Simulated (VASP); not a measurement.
Here is a VASP 6.6.1 calculation.

File INCAR:

```
SYSTEM = Si
ALGO = Normal
EDIFF = 1E-6
ENCUT = 520
GGA = PS
ISIF = 2
ISMEAR = 0
LASPH = .TRUE.
LCHARG = .FALSE.
LREAL = .FALSE.
LWAVE = .FALSE.
NBANDS = 8
NELM = 100
PREC = Accurate
SIGMA = 0.15
```

Contents of KPOINTS:

```
k-points
0
G
  22 22 22
  0 0 0
```

POSCAR

```
Si
1.0
    0.0000000000      1.9872637625      2.0636969842
    1.9872637625      0.0000000000      2.0636969842
    1.9872637625      1.9872637625      0.0000000000
Si
1
Direct
    0.0000000000      0.0000000000      0.0000000000
```

Potentials or basis: VASP PAW PBE potentials, release 64 (Si).

Command:

```sh
$ cat potpaw_PBE.64/Si/POTCAR > POTCAR
$ mpirun -np 1 vasp_std > vasp.out
```

**Question.** Estimate the band gap on the k mesh.

**Answer.** Zero (bands 2 and 3 overlap by 12.81 eV).

**Question.** What does it give for the pressure?

**Answer.** -9.8 GPa.

Stress tensor (GPa, compression positive):
```
-10.14   0.00   0.00
  0.00 -10.14   0.00
  0.00   0.00  -9.21
```

Caveat: the cell differs from its parent crystal (strain +0.040 along x and y, +0.080 along z); the cell stands under tension; the PAW data sets were made with another functional, which shifts forces and pressure a little.
